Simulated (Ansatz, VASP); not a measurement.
**BaTiO3 in VASP and in Ansatz**

```xyz
5
Lattice="4.0207 0.0000 0.0000 0.0000 4.0207 0.0000 0.0000 0.0000 4.0207" Properties=species:S:1:pos:R:3 pbc="T T T"
Ba    2.0103    2.0103    2.0103
Ti    0.0000    0.0000    0.0000
O     2.0103    0.0000    0.0000
O     0.0000    2.0103    0.0000
O     0.0000    0.0000    2.0103
```

Alike in both runs: task single point; functional PBE; k mesh 8 × 8 × 8; occupations gaussian, width 0.05 eV; collinear spin.

```csv
,VASP,Ansatz
version,VASP 6.6.1,Ansatz 0.2.0
potentials or method,"VASP PAW PBE potentials, release 64 (Ba_sv, Ti_sv, O), cutoff 520 eV","scalar-relativistic, plane waves, PAW"
valence electrons in the cell,40,40
```

VASP gave:

| Property | Result |
| --- | --- |
| gap on the k mesh at the Fermi level (eV) | 1.72 |
| least direct gap on the mesh (eV) | 1.88 |
| pressure (GPa) | 1.5 |
| net moment per atom (μB) | 0.00 |

**Question.** What did Ansatz give for the same quantities?

**Answer.** gap on the k mesh at the Fermi level (eV): 1.78; least direct gap on the mesh (eV): 1.90; pressure (GPa): -0.2; net moment per atom (μB): 0.00.

With one functional, cell and mesh, what is left measures potentials, basis and numerics. Ansatz's warnings: seeded moment not kept.

Spin-orbit coupling is off throughout.
